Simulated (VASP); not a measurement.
# SnTe (Fm-3m) in VASP: settings compared

The runs below take SnTe through electric field gradients, with PBEsol, LDA, PBE.

Everything below comes from runs of VASP 6.6.1. Logs are shortened: lines on timing, memory, paths and dates and some standing lists are left out, and cuts for length are marked.

**1. The cell of the first run**

It takes space group Fm-3m (No. 225, cubic). Conventional cell: a = 6.313 Å, b = 6.313 Å, c = 6.313 Å, α = 90.00°, β = 90.00°, γ = 90.00°. Sn (site symmetry m-3m) has 6 Te at 3.16 Å within 4.2 Å. Within 4.2 Å of Te (site symmetry m-3m) lie 6 Sn at 3.16 Å.

**2. Electric field gradients, PBEsol**

Contents of INCAR:

```
PREC     = Accurate       # precision mode
ENCUT    = 520            # plane-wave cutoff, eV
EDIFF    = 1E-8           # SCF threshold, eV
ISMEAR   = -1             # smearing method
SIGMA    = 0.08           # smearing width, eV
LREAL    = F              # projectors in reciprocal space
LASPH    = T              # aspherical terms in the spheres
NELM     = 60             # most SCF steps
ALGO     = Normal         # electronic algorithm
ISIF     = 2              # what is computed and relaxed
LWAVE    = F              # write WAVECAR
LCHARG   = F              # write CHGCAR
GGA      = PS             # functional
LEFG     = T            
NBANDS   = 17             # bands
```

Contents of KPOINTS:

```
Automatic mesh
0
Gamma
  11 11 11
```

Contents of POSCAR:

```
SnTe
1.0
    0.0000000000      3.1565000000      3.1565000000
    3.1565000000      0.0000000000      3.1565000000
    3.1565000000      3.1565000000      0.0000000000
Sn Te
1 1
Direct
    0.0000000000      0.0000000000      0.0000000000
    0.5000000000      0.5000000000      0.5000000000
```

Potentials or basis: VASP PAW PBE potentials, release 64 (Sn_d, Te).

Launch:

```console
> cat potpaw_PBE.64/Sn_d/POTCAR potpaw_PBE.64/Te/POTCAR > POTCAR
> mpirun -np 1 vasp_std > vasp.out
```

OUTCAR:

```text
PREC = Accurate
   ENCUT = 520
   EDIFF = 1E-8
   ISMEAR = -1
   LREAL = F
   LASPH = T
   NELM = 60
   ISIF = 2
   GGA = PS

 ion  position               nearest neighbor table
   1  0.000  0.000  0.000-   2 3.16   2 3.16   2 3.16   2 3.16   2 3.16   2 3.16
   2  0.500  0.500  0.500-   1 3.16   1 3.16   1 3.16   1 3.16   1 3.16   1 3.16

  LATTYP: Found a face centered cubic cell.
 ALAT       =     6.3130000000

  Lattice vectors:

 A1 = (   0.0000000000,   3.1565000000,   3.1565000000)
 A2 = (   3.1565000000,   0.0000000000,   3.1565000000)
 A3 = (   3.1565000000,   3.1565000000,   0.0000000000)

Analysis of symmetry for initial positions (statically):
=====================================================================
 Subroutine PRICEL returns:
 Original cell was already a primitive cell.

 Routine SETGRP: Setting up the symmetry group for a
 face centered cubic supercell.

 Subroutine GETGRP returns: Found 48 space group operations
 (whereof 48 operations were pure point group operations)
 out of a pool of 48 trial point group operations.

The static configuration has the point symmetry O_h .

Analysis of symmetry for dynamics (positions and initial velocities):
=====================================================================
 Subroutine PRICEL returns:
 Original cell was already a primitive cell.

 Routine SETGRP: Setting up the symmetry group for a
 face centered cubic supercell.

 Subroutine GETGRP returns: Found 48 space group operations
 (whereof 48 operations were pure point group operations)
 out of a pool of 48 trial point group operations.

The dynamic configuration has the point symmetry O_h .

 Subroutine INISYM returns: Found 48 space group operations
 (whereof 48 operations are pure point group operations),
 and found     1 'primitive' translations

----------------------------------------------------------------------------------------

                                     Primitive cell

  volume of cell :      62.8995

  direct lattice vectors                    reciprocal lattice vectors
     0.000000000  3.156500000  3.156500000    -0.158403295  0.158403295  0.158403295
     3.156500000  0.000000000  3.156500000     0.158403295 -0.158403295  0.158403295
     3.156500000  3.156500000  0.000000000     0.158403295  0.158403295 -0.158403295

  length of vectors
[... 113 lines left out ...]
 non-spin polarized calculation
  energy-cutoff  :      520.00
  volume of cell :       62.90
 maximum number of plane-waves:      1715
 NGX is ok and might be reduce to    36
   NGX = 17   NGY = 17   NGZ = 17

 number of electron      19.9999999 magnetization

 Free energy of the ion-electron system (eV)
  ---------------------------------------------------
  ext. energy  EPLUGINS =         0.00000000
  ---------------------------------------------------
  free energy    TOTEN  =        -8.33890166 eV

  energy without entropy =       -8.33716801  energy(sigma->0) =       -8.33803483

 E-fermi :   6.7268     XC(G=0):  -9.6288

 val. band max:        6.5512349103   @ k =   0.4545   0.0000   0.0000
 cond. band min:       6.9799325704   @ k =   0.4545   0.0000   0.0000
 fundamental gap:      0.4286976601
 Fermi energy:         6.7267513838

 k-point     1 :       0.0000    0.0000    0.0000
  band No.  band energies     occupation
      1     -15.0412      2.00000
      2     -15.0412      2.00000
      3     -15.0347      2.00000
      4     -15.0347      2.00000
      5     -15.0347      2.00000
      6      -6.0425      2.00000
[... 457 lines left out ...]
      4     -15.0314      2.00000
      5     -15.0298      2.00000
      6      -5.3560      2.00000
[... 9 lines left out ...]
     16      14.5535      0.00000
     17      14.7188      0.00000

 [... further k-points ...]
[... 5 lines left out ...]
  --------------------------------------------------------------------------------------
  -------------------------------------------------------------------------------------
  Total       -0.2077336     -0.2077336     -0.2077336     -0.0000000     -0.0000000      0.0000000
  in kB       -5.2913915     -5.2913915     -5.2913915     -0.0000000     -0.0000000      0.0000000
  external PRESSURE =      -5.2913915 kB  Pullay stress =       0.0000000 kB

 VOLUME and BASIS-vectors are now :
 -----------------------------------------------------------------------------
  energy-cutoff  :      520.00
  volume of cell :       62.90
      direct lattice vectors                 reciprocal lattice vectors
     0.000000000  3.156500000  3.156500000    -0.158403295  0.158403295  0.158403295
     3.156500000  0.000000000  3.156500000     0.158403295 -0.158403295  0.158403295
     3.156500000  3.156500000  0.000000000     0.158403295  0.158403295 -0.158403295

 POSITION                                       TOTAL-FORCE (eV/Angst)
 -----------------------------------------------------------------------------------
      0.00000      0.00000      0.00000         0.000000      0.000000      0.000000
      3.15650      3.15650      3.15650         0.000000      0.000000     -0.000000
 -----------------------------------------------------------------------------------
    total drift:                               -0.000000      0.000000      0.000000

  FREE ENERGIE OF THE ION-ELECTRON SYSTEM (eV)
  ---------------------------------------------------
  free  energy   TOTEN  =        -8.3389016607 eV

  energy  without entropy=       -8.3371680059  energy(sigma->0) =       -8.33803483

 Electric field gradients (V/A^2)
---------------------------------------------------------------------
 ion       V_xx      V_yy      V_zz      V_xy      V_xz      V_yz
---------------------------------------------------------------------
   1       0.000    -0.000     0.000    -0.002    -0.002    -0.002
   2      -0.000     0.000    -0.000     0.000     0.000     0.000
---------------------------------------------------------------------

 Electric field gradients after diagonalization (V/A^2)
 (convention: |V_zz| > |V_xx| > |V_yy|)
----------------------------------------------------------------------
 ion       V_xx      V_yy      V_zz     asymmetry (V_yy - V_xx)/ V_zz
----------------------------------------------------------------------
   1       0.002     0.002    -0.004       0.000
   2      -0.000    -0.000     0.000       0.000
----------------------------------------------------------------------

           NMR quadrupolar parameters

 Cq : quadrupolar parameter    Cq=e*Q*V_zz/h
 eta: asymmetry parameters     (V_yy - V_xx)/ V_zz
 Q  : nuclear electric quadrupole moment in mb (millibarn)
----------------------------------------------------------------------
 ion       Cq(MHz)       eta       Q (mb)
----------------------------------------------------------------------
   1      -0.000       0.000       1.000
   2       0.000       0.000       1.000
----------------------------------------------------------------------
```

OSZICAR:

```text
N       E                     dE             d eps       ncg     rms          rms(c)
DAV:   1     0.125373705134E+03    0.12537E+03   -0.95020E+03  1915   0.134E+03
DAV:   2     0.289405545743E+01   -0.12248E+03   -0.11941E+03  2092   0.334E+02
DAV:   3    -0.807129201562E+01   -0.10965E+02   -0.10899E+02  2338   0.883E+01
DAV:   4    -0.838400544246E+01   -0.31271E+00   -0.31252E+00  2205   0.155E+01
DAV:   5    -0.839676357910E+01   -0.12758E-01   -0.12758E-01  2768   0.307E+00    0.462E+00
DAV:   6    -0.834140403183E+01    0.55360E-01   -0.12007E-01  2646   0.267E+00    0.290E+00
DAV:   7    -0.833940758257E+01    0.19964E-02   -0.45651E-02  2467   0.125E+00    0.739E-01
DAV:   8    -0.833886277794E+01    0.54480E-03   -0.67683E-03  2460   0.690E-01    0.151E-01
DAV:   9    -0.833891987154E+01   -0.57094E-04   -0.58988E-04  2587   0.215E-01    0.311E-02
DAV:  10    -0.833890216353E+01    0.17708E-04   -0.71113E-05  2575   0.747E-02    0.200E-02
DAV:  11    -0.833890207581E+01    0.87729E-07   -0.30819E-05  2566   0.452E-02    0.266E-02
DAV:  12    -0.833890190883E+01    0.16698E-06   -0.23313E-06  2465   0.116E-02    0.139E-02
DAV:  13    -0.833890176900E+01    0.13983E-06   -0.10960E-07  2411   0.211E-03    0.890E-03
DAV:  14    -0.833890170308E+01    0.65919E-07   -0.20280E-07  2559   0.510E-03    0.255E-03
DAV:  15    -0.833890165165E+01    0.51431E-07   -0.31409E-08  2061   0.918E-04    0.928E-04
DAV:  16    -0.833890166069E+01   -0.90445E-08   -0.72869E-10  1137   0.246E-04
   1 F= -.83389017E+01 E0= -.83380348E+01  d E =-.173365E-02
```

It took 59 s on 1 thread of Intel Xeon Platinum 8259CL at 2.50GHz (Skylake/Cascade Lake), shared host; peak memory 0.23 GiB.

What came out:

```
Free energy : -8.3389 eV
Pressure    : -0.5 GPa
```

Caveat: this odd mesh misses L, where the gap lies, so gap, dielectric constants and Born charges aren't listed; without QUAD_EFG the Cq values of the log hold for a quadrupole moment of 1 mb, not for the nuclei; the PAW data sets were made with another functional, which shifts forces and pressure a little; spin-orbit coupling is left out, which moves the levels of the heavy elements.

**3. Electric field gradients, LDA (functional lda, volume scaled by 1.04)**

Contents of INCAR:

```
  ALGO = Normal
  EDIFF = 1E-8
  ENCUT = 520
  GGA = CA
  ISIF = 2
  ISMEAR = -1
  LASPH = T
  LCHARG = F
  LEFG = T
  LREAL = F
  LWAVE = F
  NBANDS = 17
  NELM = 60
  PREC = Accurate
  SIGMA = 0.08
```

Contents of KPOINTS:

```
k-points
0
Gamma
  11 11 11
```

Contents of POSCAR:

```
SnTe
1.0
    0.0000000000      3.1980376582      3.1980376582
    3.1980376582      0.0000000000      3.1980376582
    3.1980376582      3.1980376582      0.0000000000
Sn Te
1 1
Direct
    0.0000000000      0.0000000000      0.0000000000
    0.5000000000      0.5000000000      0.5000000000
```

Potentials or basis: VASP PAW LDA potentials, release 64 (Sn_d, Te).

Launch:

```console
> cat potpaw_LDA.64/Sn_d/POTCAR potpaw_LDA.64/Te/POTCAR > POTCAR
> mpirun -np 1 vasp_std > vasp.out
```

OUTCAR:

```text
EDIFF = 1E-8
   ENCUT = 520
   GGA = CA
   ISIF = 2
   ISMEAR = -1
   LASPH = T
   LREAL = F
   NELM = 60
   PREC = Accurate

 ion  position               nearest neighbor table
   1  0.000  0.000  0.000-   2 3.20   2 3.20   2 3.20   2 3.20   2 3.20   2 3.20
   2  0.500  0.500  0.500-   1 3.20   1 3.20   1 3.20   1 3.20   1 3.20   1 3.20

  LATTYP: Found a face centered cubic cell.
 ALAT       =     6.3960753164

  Lattice vectors:

 A1 = (   0.0000000000,   3.1980376582,   3.1980376582)
 A2 = (   3.1980376582,   0.0000000000,   3.1980376582)
[... 692 lines left out ...]
  ---------------------------------------------------
  free  energy   TOTEN  =        -8.7835847960 eV

  energy  without entropy=       -8.7821966677  energy(sigma->0) =       -8.78289073

 Electric field gradients (V/A^2)
---------------------------------------------------------------------
 ion       V_xx      V_yy      V_zz      V_xy      V_xz      V_yz
---------------------------------------------------------------------
   1      -0.000    -0.000     0.000    -0.001    -0.001    -0.001
   2      -0.000     0.000    -0.000    -0.000    -0.000    -0.000
---------------------------------------------------------------------

 Electric field gradients after diagonalization (V/A^2)
 (convention: |V_zz| > |V_xx| > |V_yy|)
----------------------------------------------------------------------
 ion       V_xx      V_yy      V_zz     asymmetry (V_yy - V_xx)/ V_zz
----------------------------------------------------------------------
   1       0.001     0.001    -0.003       0.000
   2       0.000     0.000    -0.000       0.000
----------------------------------------------------------------------

           NMR quadrupolar parameters

 Cq : quadrupolar parameter    Cq=e*Q*V_zz/h
 eta: asymmetry parameters     (V_yy - V_xx)/ V_zz
 Q  : nuclear electric quadrupole moment in mb (millibarn)
----------------------------------------------------------------------
 ion       Cq(MHz)       eta       Q (mb)
----------------------------------------------------------------------
   1      -0.000       0.000       1.000
   2      -0.000       0.000       1.000
----------------------------------------------------------------------
```

OSZICAR:

```text
N       E                     dE             d eps       ncg     rms          rms(c)
DAV:   1     0.122622555954E+03    0.12262E+03   -0.95114E+03  1915   0.134E+03
DAV:   2     0.281197593126E+01   -0.11981E+03   -0.11695E+03  2010   0.319E+02
DAV:   3    -0.851011594251E+01   -0.11322E+02   -0.11208E+02  2378   0.894E+01
DAV:   4    -0.884768826826E+01   -0.33757E+00   -0.33732E+00  2267   0.159E+01
DAV:   5    -0.886135565005E+01   -0.13667E-01   -0.13667E-01  2794   0.314E+00    0.406E+00
DAV:   6    -0.878856322236E+01    0.72792E-01   -0.16059E-01  2620   0.259E+00    0.257E+00
DAV:   7    -0.878437780804E+01    0.41854E-02   -0.46451E-02  2347   0.100E+00    0.842E-01
DAV:   8    -0.878362298340E+01    0.75482E-03   -0.63743E-03  2464   0.618E-01    0.134E-01
DAV:   9    -0.878360508888E+01    0.17895E-04   -0.84056E-04  2773   0.225E-01    0.380E-02
DAV:  10    -0.878358736533E+01    0.17724E-04   -0.65296E-05  2541   0.608E-02    0.283E-02
DAV:  11    -0.878358462357E+01    0.27418E-05   -0.31306E-05  2482   0.361E-02    0.192E-02
DAV:  12    -0.878358480168E+01   -0.17811E-06   -0.23447E-06  2127   0.796E-03    0.136E-02
DAV:  13    -0.878358479596E+01    0.57153E-08   -0.42996E-08  2644   0.137E-03
   1 F= -.87835848E+01 E0= -.87828907E+01  d E =-.138813E-02
```

stdout:

```text
POSCAR found type information on POSCAR SnTe
 POSCAR found :  2 types and       2 ions
 scaLAPACK will be used
 LDA part: xc-table for (Slater(with rela. corr.)+CA(PZ))
 , standard interpolation
 POSCAR, INCAR and KPOINTS ok, starting setup
 FFT: planning ... GRIDC
 FFT: planning ... GRID_SOFT
 FFT: planning ... GRID
 WAVECAR not read
 entering main loop
ion   1

ion   2
```

It took 48 s on 1 thread of Intel Xeon Platinum 8259CL at 2.50GHz (Skylake/Cascade Lake), shared host; peak memory 0.21 GiB.

What came out:

* Free energy: -8.7836 eV
* Pressure: -3.2 GPa

Levels at points of the mesh, in eV from the Fermi level:
```
           k point  band 6  band 7  band 8  band 9  band 10  band 11  band 12  band 13  band 14  band 15
(0.00, 0.00, 0.00)  -12.46   -4.92   -1.96   -1.96    -1.96     3.23     3.23     3.23     4.89     4.89
```

Caveat: this odd mesh misses L, where the gap lies, so gap, dielectric constants and Born charges aren't listed; without QUAD_EFG the Cq values of the log hold for a quadrupole moment of 1 mb, not for the nuclei; spin-orbit coupling is left out, which moves the levels of the heavy elements.

(Continued in part 2 of 3.)
